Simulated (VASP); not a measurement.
# Au (I4/mmm) in VASP: a series of runs

Runs on Au. Level: PBEsol. Tasks: single point.

Program: VASP 6.6.1. These are calculated values, not measurements. Logs are shortened: lines on timing, memory, paths and dates and some standing lists are left out, and cuts for length are marked.

### 1 The cell of the first run

The structure is tetragonal, space group I4/mmm (No. 139). The conventional cell has a = 3.315 Å, b = 3.315 Å, c = 3.331 Å, α = 90.00°, β = 90.00°, γ = 90.00°. Within 3.8 Å of Au (site symmetry 4/mmm) lie 14 Au at 2.88 to 3.33 Å.

### 2 Single point, PBEsol (strain +0.0050 x Voigt [0, 0, 1, 0, 0, 0])

Input file INCAR:

```
SYSTEM = Au
PREC = Accurate ; ENCUT = 520
EDIFF = 1E-7 ; ISMEAR = 0
SIGMA = 0.15 ; LREAL = .False.
LASPH = .True. ; NELM = 100
ALGO = Normal ; ISIF = 2
LWAVE = .False. ; LCHARG = .False.
GGA = PS ; NBANDS = 12
```

Input file KPOINTS:

```
Automatic mesh
0
Gamma
  20 20 20
  0 0 0
```

Input file POSCAR:

```
Au
1.0
   -1.6572690000      1.6572690000      1.6655553450
    1.6572690000     -1.6572690000      1.6655553450
    1.6572690000      1.6572690000     -1.6655553450
Au
1
Direct
    0.0000000000      0.0000000000      0.0000000000
```

Potentials or basis: VASP PAW PBE potentials, release 64 (Au).

The run is started by

```console
$ cat potpaw_PBE.64/Au/POTCAR > POTCAR
$ mpirun -np 1 vasp_std > vasp.out
```

OUTCAR:

```text
SYSTEM = Au
   PREC = Accurate
   ENCUT = 520
   EDIFF = 1E-7
   ISMEAR = 0
   LREAL = .False.
   LASPH = .True.
   NELM = 100
   ISIF = 2
   GGA = PS

 ion  position               nearest neighbor table
   1  0.000  0.000  0.000-

  LATTYP: Found a body centered tetragonal cell.
 ALAT       =     3.3145380000
 C/A-ratio  =     1.0050000000

  Lattice vectors:

 A1 = (  -1.6572690000,   1.6572690000,   1.6655553450)
 A2 = (   1.6572690000,  -1.6572690000,   1.6655553450)
 A3 = (   1.6572690000,   1.6572690000,  -1.6655553450)

Analysis of symmetry for initial positions (statically):
=====================================================================
 Subroutine PRICEL returns:
 Original cell was already a primitive cell.

 Routine SETGRP: Setting up the symmetry group for a
 body centered tetragonal supercell.

 Subroutine GETGRP returns: Found 16 space group operations
 (whereof 16 operations were pure point group operations)
 out of a pool of 16 trial point group operations.

The static configuration has the point symmetry D_4h.

Analysis of symmetry for dynamics (positions and initial velocities):
=====================================================================
 Subroutine PRICEL returns:
 Original cell was already a primitive cell.

 Routine SETGRP: Setting up the symmetry group for a
 body centered tetragonal supercell.

 Subroutine GETGRP returns: Found 16 space group operations
 (whereof 16 operations were pure point group operations)
 out of a pool of 16 trial point group operations.

The dynamic configuration has the point symmetry D_4h.

 Subroutine INISYM returns: Found 16 space group operations
 (whereof 16 operations are pure point group operations),
 and found     1 'primitive' translations

----------------------------------------------------------------------------------------

                                     Primitive cell

  volume of cell :      18.2981

  direct lattice vectors                    reciprocal lattice vectors
    -1.657269000  1.657269000  1.665555345     0.000000000  0.301701172  0.300200171
     1.657269000 -1.657269000  1.665555345     0.301701172  0.000000000  0.300200171
     1.657269000  1.657269000 -1.665555345     0.301701172  0.301701172  0.000000000

  length of vectors
     2.875266194  2.875266194  2.875266194     0.425609845  0.425609845  0.426669890

  position of ions in fractional coordinates (direct lattice)
     0.000000000  0.000000000  0.000000000

  ion indices of the primitive-cell ions
   primitive index   ion index
                 1           1

----------------------------------------------------------------------------------------

 KPOINTS: Automatic mesh

Automatic generation of k-mesh.
 Grid dimensions read from file:
 generate k-points for:   20   20   20

 Generating k-lattice:

  Cartesian coordinates                     Fractional coordinates (reciprocal lattice)
     0.000000000  0.015085059  0.015010009     0.050000000  0.000000000  0.000000000
     0.015085059  0.000000000  0.015010009     0.000000000  0.050000000  0.000000000
     0.015085059  0.015085059  0.000000000     0.000000000  0.000000000  0.050000000

  Length of vectors
     0.021280492  0.021280492  0.021333494

  Shift w.r.t. Gamma in fractional coordinates (k-lattice)
     0.000000000  0.000000000  0.000000000

 Subroutine IBZKPT returns following result:
 ===========================================

 Found    641 irreducible k-points:

 Following reciprocal coordinates:
            Coordinates               Weight
  0.000000  0.000000  0.000000      1.000000
  0.050000  0.000000 -0.000000      8.000000
  0.100000  0.000000 -0.000000      8.000000
  0.150000  0.000000 -0.000000      8.000000
  0.200000  0.000000 -0.000000      8.000000
  0.250000  0.000000  0.000000      8.000000
[... 16 lines left out ...]
 -0.400000  0.050000  0.000000     16.000000
 -0.350000  0.050000  0.000000     16.000000
 [... further k-points ...]
   k-points           NKPTS =    641   k-points in BZ     NKDIM =    641   number of bands    NBANDS=     12
   number of dos      NEDOS =    301   number of ions     NIONS =      1
   total plane-waves  NPLWV =  13824
   dimension x,y,z NGX =    24 NGY =   24 NGZ =   24
   dimension x,y,z NGXF=    48 NGYF=   48 NGZF=   48
   ions per type =               1
   NGX,Y,Z   is equivalent  to a cutoff of  13.88, 13.88, 13.88 a.u.
   NGXF,Y,Z  is equivalent  to a cutoff of  27.75, 27.75, 27.75 a.u.
 SYSTEM =  Au
   PREC   = accura    normal or accurate (medium, high low for compatibility)
   ISTART =      0    job   : 0-new  1-cont  2-samecut
   ICHARG =      2    charge: 1-file 2-atom 10-const
   ISPIN  =      1    spin polarized calculation?
   LNONCOLLINEAR =      F non collinear calculations
   LSORBIT =      F    spin-orbit coupling
   LASPH  =      T    aspherical Exc in radial PAW
   ENCUT  =  520.0 eV  38.22 Ry    6.18 a.u.   5.35  5.35  5.35*2*pi/ulx,y,z
   NELM   =    100;   NELMIN=  2; NELMDL= -5     # of ELM steps
   EDIFF  = 0.1E-06   stopping-criterion for ELM
   LREAL  =      F    real-space projection
   EDIFFG = 0.1E-05   stopping-criterion for IOM
   NSW    =      0    number of steps for IOM
   IBRION =     -1    ionic relax: 0-MD 1-quasi-New 2-CG
   NFREE  =      0    steps in history (QN), initial steepest desc. (CG)
   ISIF   =      2    stress and relaxation
   ISYM   =      2    0-nonsym 1-usesym 2-fastsym
   POTIM  = 0.5000    time-step for ionic-motion
   TEBEG  =    0.0;   TEEND  =   0.0 temperature during run
   PSTRESS=    0.0 pullay stress
   NELECT =      11.0000    total number of electrons
   NUPDOWN=      -1.0000    fix difference up-down
   EMIN   =  10.00;   EMAX   =-10.00  energy-range for DOS
   EFERMI =   0.00;   METHOD = LEGACY
   ISMEAR =     0;   SIGMA  =   0.15  broadening in eV -4-tet -1-fermi 0-gaus
   EFERMI_NEDOS =   21; number of points for ismear=-14 and -15
   IALGO  =     38    algorithm
   IMIX   =      4    mixing-type and parameters
     AMIX     =   0.40;   BMIX     =  1.00
     AMIX_MAG =   1.60;   BMIX_MAG =  1.00
  volume/ion in A,a.u.               =      18.30       123.48
  Fermi-wavevector in a.u.,A,eV,Ry     =   1.381669  2.610976 25.973650  1.909009
  Thomas-Fermi vector in A             =   2.506432
   LORBIT       =      0    0 simple, 1 ext, 2 COOP (PROOUT), +10 PAW based schemes
   GGA     = PS    functional components
   LHFCALC =     F    Hartree Fock is set to
   AEXX    =    0.0000 exact exchange contribution
   IVDW    =     0    specifies the selected vdW correction
   LEPSILON=     F    determine dielectric tensor
   LRPA    =     F    only Hartree local field effects (RPA)
 non-spin polarized calculation
 Gauss-broadening in eV      SIGMA  =   0.15
  energy-cutoff  :      520.00
  volume of cell :       18.30
 maximum number of plane-waves:       515
 NGX is ok and might be reduce to    24
   NGX = 11   NGY = 11   NGZ = 11

 number of electron      10.9999998 magnetization

 Free energy of the ion-electron system (eV)
  ---------------------------------------------------
  ext. energy  EPLUGINS =         0.00000000
  ---------------------------------------------------
  free energy    TOTEN  =        -3.86166357 eV

  energy without entropy =       -3.85895147  energy(sigma->0) =       -3.86030752

 E-fermi :   8.1598     XC(G=0): -12.4696

 val. band max:        8.1174804479   @ k =   0.5000   0.4000   0.0500
 cond. band min:       8.2498411992   @ k =   0.4000   0.1000   0.0000
 fundamental gap:      0.1323607513
 Fermi energy:         8.1598199901

 k-point     1 :       0.0000    0.0000    0.0000
  band No.  band energies     occupation
      1      -1.0423      2.00000
      2       3.6430      2.00000
      3       3.6430      2.00000
      4       3.6724      2.00000
      5       5.3764      2.00000
      6       5.4100      2.00000
      7      24.5491      0.00000
      8      24.6329      0.00000
      9      24.6329      0.00000
     10      31.0681      0.00000
     11      31.2187      0.00000
     12      31.2187      0.00000

 k-point     2 :       0.0500    0.0000   -0.0000
  band No.  band energies     occupation
      1      -0.9555      2.00000
      2       3.6293      2.00000
      3       3.6461      2.00000
      4       3.7190      2.00000
      5       5.3492      2.00000
      6       5.4068      2.00000
      7      24.5398      0.00000
      8      24.6319      0.00000
      9      24.7383      0.00000
     10      30.0759      0.00000
     11      30.1916      0.00000
     12      30.8858      0.00000

 k-point     3 :       0.1000    0.0000   -0.0000
  band No.  band energies     occupation
      1      -0.7002      2.00000
      2       3.5559      2.00000
      3       3.6531      2.00000
      4       3.8913      2.00000
      5       5.2700      2.00000
      6       5.4093      2.00000
      7      24.3183      0.00000
      8      24.6012      0.00000
      9      25.0467      0.00000
     10      28.6015      0.00000
     11      29.0135      0.00000
     12      29.9904      0.00000
[... 286 lines left out ...]
 k-point    23 :      -0.4000    0.0500    0.0000
  band No.  band energies     occupation
      1       1.5390      2.00000
      2       2.8342      2.00000
      3       4.9215      2.00000
      4       5.3381      2.00000
      5       5.6338      2.00000
      6       6.4441      2.00000
      7      14.6000      0.00000
      8      21.0429      0.00000
      9      22.4566      0.00000
     10      28.4656      0.00000
     11      28.9909      0.00000
     12      31.2045      0.00000

 k-point    24 :      -0.3500    0.0500    0.0000
  band No.  band energies     occupation
      1       1.4085      2.00000
      2       2.9478      2.00000
      3       4.3330      2.00000
      4       5.1579      2.00000
      5       5.5286      2.00000
      6       5.8752      2.00000
      7      16.5825      0.00000
      8      21.6428      0.00000
      9      23.4241      0.00000
     10      27.8757      0.00000
     11      28.6937      0.00000
     12      30.7826      0.00000

 [... further k-points ...]
[... 5 lines left out ...]
  --------------------------------------------------------------------------------------
  -------------------------------------------------------------------------------------
  Total       -1.1659890     -1.1659890     -1.1665113      0.0000000      0.0000000      0.0000000
  in kB     -102.0939400   -102.0939400   -102.1396754      0.0000000      0.0000000      0.0000000
  external PRESSURE =    -102.1091851 kB  Pullay stress =       0.0000000 kB

 VOLUME and BASIS-vectors are now :
 -----------------------------------------------------------------------------
  energy-cutoff  :      520.00
  volume of cell :       18.30
      direct lattice vectors                 reciprocal lattice vectors
    -1.657269000  1.657269000  1.665555345     0.000000000  0.301701172  0.300200171
     1.657269000 -1.657269000  1.665555345     0.301701172  0.000000000  0.300200171
     1.657269000  1.657269000 -1.665555345     0.301701172  0.301701172  0.000000000

 POSITION                                       TOTAL-FORCE (eV/Angst)
 -----------------------------------------------------------------------------------
      0.00000      0.00000      0.00000         0.000000      0.000000     -0.000000
 -----------------------------------------------------------------------------------
    total drift:                                0.000000      0.000000      0.000000

  FREE ENERGIE OF THE ION-ELECTRON SYSTEM (eV)
  ---------------------------------------------------
  free  energy   TOTEN  =        -3.8616635706 eV

  energy  without entropy=       -3.8589514697  energy(sigma->0) =       -3.86030752
```

Run time: 30 s. Hardware: 1 thread of Intel Xeon 6975P-C (Granite Rapids), shared host; peak memory 0.25 GiB.

Results:

```yaml
Free_energy: -3.8617 eV
Pressure: -10.2 GPa
```

Caveat: the cell differs from its parent crystal (strain +0.0050 x Voigt [0, 0, 1, 0, 0, 0]); the PAW data sets were made with another functional, which shifts forces and pressure a little; spin-orbit coupling is left out, which moves the levels of the heavy elements.

### 3 Single point, PBEsol (strain +0.0100 x Voigt [0, 0, 1, 0, 0, 0])

Input file INCAR:

```
ALGO = Fast
EDIFF = 1E-7
ENCUT = 520
GGA = PS
ISIF = 2
ISMEAR = 0
LASPH = T
LCHARG = T
LELF = T
LREAL = F
LVHAR = T
LWAVE = F
NBANDS = 12
NELM = 60
PREC = Accurate
SIGMA = 0.15
```

Input file KPOINTS:

```
k-points
0
Gamma
  20 20 20
```

Input file POSCAR:

```
Au
1.0
   -1.6572690000      1.6572690000      1.6738416900
    1.6572690000     -1.6572690000      1.6738416900
    1.6572690000      1.6572690000     -1.6738416900
Au
1
Direct
    0.0000000000      0.0000000000      0.0000000000
```

Potentials or basis: VASP PAW PBE potentials, release 64 (Au).

The run is started by

```console
$ cat potpaw_PBE.64/Au/POTCAR > POTCAR
$ mpirun -np 1 vasp_std > vasp.out
```

Wall time 40 s (1 thread of Intel Xeon 6975P-C (Granite Rapids), shared host); peak memory 0.25 GiB.

Results (log left out):

```
Free energy : -3.8558 eV
Pressure    : -10.7 GPa
```

Levels at points of the mesh, in eV from the Fermi level:
```csv
k point,band 2,band 3,band 4,band 5,band 6,band 7,band 8,band 9,band 10,band 11
"(0.00, 0.00, 0.00)",-4.50,-4.50,-4.44,-2.79,-2.72,16.33,16.50,16.50,22.72,23.02
"(0.50, 0.00, 0.00)",-5.43,-2.92,-2.59,-1.42,-0.41,3.08,12.31,13.39,20.78,21.21
"(0.50, 0.50, 0.00)",-5.49,-2.85,-2.57,-1.40,-0.36,3.16,12.17,13.17,20.49,21.07
"(0.50, 0.50, 0.50)",-6.19,-1.76,-1.74,-1.74,5.97,6.24,6.24,8.78,15.07,15.26
```

Caveat: the cell differs from its parent crystal (strain +0.0100 x Voigt [0, 0, 1, 0, 0, 0]); the PAW data sets were made with another functional, which shifts forces and pressure a little; spin-orbit coupling is left out, which moves the levels of the heavy elements.
